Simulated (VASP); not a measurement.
# TaN in VASP: relaxation of the atoms with PBE

Aim: the relaxation of the atoms of TaN with PBE.

Program: VASP 6.6.1. These are calculated values, not measurements. Logs are shortened: lines on timing, memory, paths and dates and some standing lists are left out, and cuts for length are marked.

## (1) The cell of the first run

The cell holds a slab with vacuum, 4 atoms: a = 3.123 Å, b = 3.123 Å, c = 18.209 Å, α = 90.00°, β = 90.00°, γ = 90.00°.

## (2) Relaxation of the atoms, PBE

Contents of INCAR:

```
SYSTEM = TaN
  ALGO = Normal
  DIPOL = 0.5 0.5 0.500
  EDIFF = 1E-6
  EDIFFG = -0.01
  ENCUT = 520
  GGA = PE
  IBRION = 2
  IDIPOL = 3
  ISIF = 2
  ISMEAR = -1
  LASPH = .True.
  LCHARG = .False.
  LDIPOL = .True.
  LREAL = .False.
  LWAVE = .False.
  NELM = 60
  NSW = 60
  PREC = Accurate
  SIGMA = 0.08
```

Contents of KPOINTS:

```
k-points
0
Gamma
  13 13 1
  0 0 0
```

Contents of POSCAR:

```
TaN
1.0
    3.1233934579      0.0000000000      0.0000000000
    0.0000000000      3.1233934579      0.0000000000
    0.0000000000      0.0000000000     18.2086000000
Ta N
2 2
Direct
    0.0000000000      0.0000000000      0.4393535831
    0.5000000000      0.5000000000      0.5606464169
    0.5000000000      0.5000000000      0.4393535831
    0.0000000000      0.0000000000      0.5606464169
```

Potentials or basis: VASP PAW PBE potentials, release 64 (Ta_pv, N).

Command:

```console
> cat potpaw_PBE.64/Ta_pv/POTCAR potpaw_PBE.64/N/POTCAR > POTCAR
> mpirun -np 1 vasp_std > vasp.out
```

OUTCAR:

```text
SYSTEM = TaN
   EDIFF = 1E-6
   EDIFFG = -0.01
   ENCUT = 520
   GGA = PE
   IBRION = 2
   ISIF = 2
   ISMEAR = -1
   LASPH = .True.
   LREAL = .False.
   NELM = 60
   NSW = 60
   PREC = Accurate

 ion  position               nearest neighbor table
   1  0.000  0.000  0.439-   4 2.21   3 2.21   3 2.21   3 2.21   3 2.21   2 3.12   2 3.12   2 3.12
                             2 3.12
   2  0.500  0.500  0.561-   3 2.21   4 2.21   4 2.21   4 2.21   4 2.21   1 3.12   1 3.12   1 3.12
                             1 3.12
   3  0.500  0.500  0.439-   2 2.21   1 2.21   1 2.21   1 2.21   1 2.21
   4  0.000  0.000  0.561-   1 2.21   2 2.21   2 2.21   2 2.21   2 2.21

  LATTYP: Found a simple tetragonal cell.
 ALAT       =     3.1233934579
 C/A-ratio  =     5.8297490359

  Lattice vectors:

 A1 = (   3.1233934579,   0.0000000000,   0.0000000000)
 A2 = (   0.0000000000,   3.1233934579,   0.0000000000)
 A3 = (   0.0000000000,   0.0000000000,  18.2086000000)

Analysis of symmetry for initial positions (statically):
=====================================================================
 Subroutine PRICEL returns:
 Original cell was already a primitive cell.

 Routine SETGRP: Setting up the symmetry group for a
 simple tetragonal supercell.

 Subroutine GETGRP returns: Found 16 space group operations
 (whereof  8 operations were pure point group operations)
 out of a pool of 16 trial point group operations.

The static configuration has the point symmetry C_4v.
 The point group associated with its full space group is D_4h.

Analysis of symmetry for dynamics (positions and initial velocities):
=====================================================================
 Subroutine PRICEL returns:
 Original cell was already a primitive cell.

 Routine SETGRP: Setting up the symmetry group for a
 simple tetragonal supercell.

 Subroutine GETGRP returns: Found 16 space group operations
 (whereof  8 operations were pure point group operations)
 out of a pool of 16 trial point group operations.

The dynamic configuration has the point symmetry C_4v.
 The point group associated with its full space group is D_4h.

 Subroutine INISYM returns: Found 16 space group operations
 (whereof  8 operations are pure point group operations),
 and found     1 'primitive' translations

----------------------------------------------------------------------------------------

                                     Primitive cell

  volume of cell :     177.6356

  direct lattice vectors                    reciprocal lattice vectors
     3.123393458  0.000000000  0.000000000     0.320164595  0.000000000  0.000000000
     0.000000000  3.123393458  0.000000000     0.000000000  0.320164595  0.000000000
     0.000000000  0.000000000 18.208600000     0.000000000  0.000000000  0.054919104

  length of vectors
     3.123393458  3.123393458 18.208600000     0.320164595  0.320164595  0.054919104

  position of ions in fractional coordinates (direct lattice)
     0.000000000  0.000000000  0.439353583
     0.500000000  0.500000000  0.560646417
     0.500000000  0.500000000  0.439353583
     0.000000000  0.000000000  0.560646417

  ion indices of the primitive-cell ions
   primitive index   ion index
                 1           1
                 2           2
                 3           3
                 4           4

----------------------------------------------------------------------------------------

 KPOINTS: k-points

Automatic generation of k-mesh.
 Grid dimensions read from file:
 generate k-points for:   13   13    1

 Generating k-lattice:

  Cartesian coordinates                     Fractional coordinates (reciprocal lattice)
     0.024628046  0.000000000  0.000000000     0.076923077  0.000000000  0.000000000
     0.000000000  0.024628046  0.000000000     0.000000000  0.076923077  0.000000000
     0.000000000  0.000000000  0.054919104     0.000000000  0.000000000  1.000000000

  Length of vectors
     0.024628046  0.024628046  0.054919104

  Shift w.r.t. Gamma in fractional coordinates (k-lattice)
     0.000000000  0.000000000  0.000000000

 Subroutine IBZKPT returns following result:
 ===========================================

 Found     28 irreducible k-points:

 Following reciprocal coordinates:
            Coordinates               Weight
  0.000000  0.000000  0.000000      1.000000
  0.076923  0.000000  0.000000      4.000000
  0.153846  0.000000  0.000000      4.000000
  0.230769  0.000000  0.000000      4.000000
  0.307692  0.000000  0.000000      4.000000
  0.384615  0.000000  0.000000      4.000000
[... 16 lines left out ...]
  0.307692  0.307692  0.000000      4.000000
  0.384615  0.307692  0.000000      8.000000
 [... further k-points ...]
   k-points           NKPTS =     28   k-points in BZ     NKDIM =     28   number of bands    NBANDS=     20
   number of dos      NEDOS =    301   number of ions     NIONS =      4
   total plane-waves  NPLWV =  80640
   dimension x,y,z NGX =    24 NGY =   24 NGZ =  140
   dimension x,y,z NGXF=    48 NGYF=   48 NGZF=  280
   ions per type =               2   2
   NGX,Y,Z   is equivalent  to a cutoff of  12.77, 12.77, 12.78 a.u.
   NGXF,Y,Z  is equivalent  to a cutoff of  25.55, 25.55, 25.56 a.u.
 SYSTEM =  TaN
   PREC   = accura    normal or accurate (medium, high low for compatibility)
   ISTART =      0    job   : 0-new  1-cont  2-samecut
   ICHARG =      2    charge: 1-file 2-atom 10-const
   ISPIN  =      1    spin polarized calculation?
   LNONCOLLINEAR =      F non collinear calculations
   LSORBIT =      F    spin-orbit coupling
   LASPH  =      T    aspherical Exc in radial PAW
   ENCUT  =  520.0 eV  38.22 Ry    6.18 a.u.   5.81  5.81 33.86*2*pi/ulx,y,z
   NELM   =     60;   NELMIN=  2; NELMDL= -5     # of ELM steps
   EDIFF  = 0.1E-05   stopping-criterion for ELM
   LREAL  =      F    real-space projection
   EDIFFG = -.1E-01   stopping-criterion for IOM
   NSW    =     60    number of steps for IOM
   IBRION =      2    ionic relax: 0-MD 1-quasi-New 2-CG
   NFREE  =      1    steps in history (QN), initial steepest desc. (CG)
   ISIF   =      2    stress and relaxation
   ISYM   =      2    0-nonsym 1-usesym 2-fastsym
   POTIM  = 0.5000    time-step for ionic-motion
   TEBEG  =    0.0;   TEEND  =   0.0 temperature during run
   PSTRESS=    0.0 pullay stress
   NELECT =      32.0000    total number of electrons
   NUPDOWN=      -1.0000    fix difference up-down
   EMIN   =  10.00;   EMAX   =-10.00  energy-range for DOS
   EFERMI =   0.00;   METHOD = LEGACY
   ISMEAR =    -1;   SIGMA  =   0.08  broadening in eV -4-tet -1-fermi 0-gaus
   EFERMI_NEDOS =   21; number of points for ismear=-14 and -15
   IALGO  =     38    algorithm
   IMIX   =      4    mixing-type and parameters
     AMIX     =   0.40;   BMIX     =  1.00
     AMIX_MAG =   1.60;   BMIX_MAG =  1.00
  volume/ion in A,a.u.               =      44.41       299.69
  Fermi-wavevector in a.u.,A,eV,Ry     =   0.924588  1.747218 11.631113  0.854863
  Thomas-Fermi vector in A             =   2.050350
   LORBIT       =      0    0 simple, 1 ext, 2 COOP (PROOUT), +10 PAW based schemes
   GGA     = PE    functional components
   LHFCALC =     F    Hartree Fock is set to
   AEXX    =    0.0000 exact exchange contribution
   IVDW    =     0    specifies the selected vdW correction
   LEPSILON=     F    determine dielectric tensor
   LRPA    =     F    only Hartree local field effects (RPA)
 conjugate gradient relaxation of ions
 non-spin polarized calculation
  energy-cutoff  :      520.00
  volume of cell :      177.64
 maximum number of plane-waves:      4828
 NGX is ok and might be reduce to    24
   NGX = 11   NGY = 11   NGZ = 67

--------------------------------------- Ionic step        1  -------------------------------------------

 number of electron      32.0000002 magnetization

 Free energy of the ion-electron system (eV)
  ---------------------------------------------------
  ext. energy  EPLUGINS =         0.00000000
  ---------------------------------------------------
  free energy    TOTEN  =       -42.15514351 eV

  energy without entropy =      -42.08746734  energy(sigma->0) =      -42.12130542

------------------------ aborting loop because EDIFF is reached ----------------------------------------

  FORCE on cell =-STRESS in cart. coord.  units (eV):
  Direction    XX          YY          ZZ          XY          YZ          ZX
  --------------------------------------------------------------------------------------
  -------------------------------------------------------------------------------------
  Total       -7.9104442     -7.9104442     -2.8488901      0.0000000      0.0000000      0.0000000
  in kB      -71.3479509    -71.3479509    -25.6954561      0.0000000      0.0000000      0.0000000
  external PRESSURE =     -56.1304527 kB  Pullay stress =       0.0000000 kB
[... 141 lines left out ...]
 number of electron      32.0000000 magnetization

------------------------ aborting loop because EDIFF is reached ----------------------------------------

 vacuum level on the upper side and lower side of the slab       (xc-potential included)        -0.023        -0.023

  FORCE on cell =-STRESS in cart. coord.  units (eV):
  Direction    XX          YY          ZZ          XY          YZ          ZX
  --------------------------------------------------------------------------------------
  -------------------------------------------------------------------------------------
  Total       -7.7910066     -7.7910066      0.4584118      0.0000000      0.0000000      0.0000000
  in kB      -70.2706880    -70.2706880      4.1346279      0.0000000      0.0000000      0.0000000
  external PRESSURE =     -45.4689160 kB  Pullay stress =       0.0000000 kB
[... 25 lines left out ...]
--------------------------------------- Ionic step        6  -------------------------------------------

 number of electron      32.0000001 magnetization

 dipolmoment           0.000000      0.000000     -0.000000 electrons x Angstroem

------------------------ aborting loop because EDIFF is reached ----------------------------------------

  FORCE on cell =-STRESS in cart. coord.  units (eV):
  Direction    XX          YY          ZZ          XY          YZ          ZX
  --------------------------------------------------------------------------------------
  -------------------------------------------------------------------------------------
  Total       -8.0067258     -8.0067258     -0.1498395      0.0000000      0.0000000      0.0000000
  in kB      -72.2163597    -72.2163597     -1.3514715      0.0000000      0.0000000      0.0000000
  external PRESSURE =     -48.5947303 kB  Pullay stress =       0.0000000 kB
[... 25 lines left out ...]
--------------------------------------- Ionic step        7  -------------------------------------------

 number of electron      32.0000001 magnetization

 dipolmoment           0.000000      0.000000      0.000000 electrons x Angstroem

 Free energy of the ion-electron system (eV)
  ---------------------------------------------------
  ext. energy  EPLUGINS =         0.00000000
  ---------------------------------------------------
  free energy    TOTEN  =       -42.55427686 eV

  energy without entropy =      -42.50598525  energy(sigma->0) =      -42.53013105

 E-fermi :  -0.3866     XC(G=0):  -4.3404

 val. band max:       -0.3983625959   @ k =   0.1538   0.1538   0.0000
 cond. band min:      -0.3769973322   @ k =   0.2308   0.0000   0.0000
 fundamental gap:      0.0213652637
 Fermi energy:        -0.3865514419

 k-point     1 :       0.0000    0.0000    0.0000
  band No.  band energies     occupation
      1     -36.2833      2.00000
      2     -36.0125      2.00000
      3     -36.0125      2.00000
      4     -35.8183      2.00000
      5     -35.7525      2.00000
      6     -35.7525      2.00000
[... 541 lines left out ...]
     19       2.2263      0.00000
     20       2.5223      0.00000

 [... further k-points ...]

------------------------ aborting loop because EDIFF is reached ----------------------------------------

 vacuum level on the upper side and lower side of the slab       (xc-potential included)         0.004         0.004

  FORCE on cell =-STRESS in cart. coord.  units (eV):
  Direction    XX          YY          ZZ          XY          YZ          ZX
  --------------------------------------------------------------------------------------
  -------------------------------------------------------------------------------------
  Total       -7.9562135     -7.9562135     -0.0118918      0.0000000      0.0000000      0.0000000
  in kB      -71.7607658    -71.7607658     -0.1072578      0.0000000      0.0000000      0.0000000
  external PRESSURE =     -47.8762632 kB  Pullay stress =       0.0000000 kB
[... 19 lines left out ...]
  FREE ENERGIE OF THE ION-ELECTRON SYSTEM (eV)
  ---------------------------------------------------
  free  energy   TOTEN  =       -42.5542768590 eV

  energy  without entropy=      -42.5059852479  energy(sigma->0) =      -42.53013105

 reached required accuracy - stopping structural energy minimisation

 vacuum level on the upper side and lower side of the slab         3.045         3.045
```

It took 7.2 min on 1 thread of Intel Xeon Platinum 8259CL at 2.50GHz (Skylake/Cascade Lake), shared host; peak memory 0.32 GiB.

Results:

```yaml
Free_energy: -42.5543 eV
Energy_gained_by_relaxing: 99.8 meV/atom
Ionic_steps: 7
Largest_force_after_relaxing: 0.009 eV/Å
Band_gap_on_the_k_mesh: zero (bands 16 and 17 overlap by 1.47 eV)
```

Forces in eV/Å, atoms in the order of the input:
```
Ta   0.000  0.000 -0.001
Ta   0.000  0.000  0.001
N    0.000  0.000 -0.009
N    0.000  0.000  0.009
```

The path:
| step | energy change (eV) | largest force (eV/Å) | pressure (GPa) |
| --- | --- | --- | --- |
| 1 | 0.0000 | 1.9123 | -5.61 |
| 2 | -0.2889 | 0.8987 | -4.10 |
| 3 | -0.3178 | 0.9519 | -3.36 |
| 4 | -0.3871 | 0.3429 | -4.15 |
| 5 | -0.3970 | 0.2216 | -4.55 |
| 6 | -0.3989 | 0.0660 | -4.86 |
| 7 | -0.3991 | 0.0094 | -4.79 |

Final structure:
```xyz
4
Lattice="3.1234 0.0000 0.0000 0.0000 3.1234 0.0000 0.0000 0.0000 18.2086" Properties=species:S:1:pos:R:3 pbc="T T T"
Ta    0.0000    0.0000    8.1290
Ta    1.5617    1.5617   10.0796
N     1.5617    1.5617    7.8691
N     0.0000    0.0000   10.3395
```

Caveat: spin-orbit coupling is left out, which moves the levels of the heavy elements.
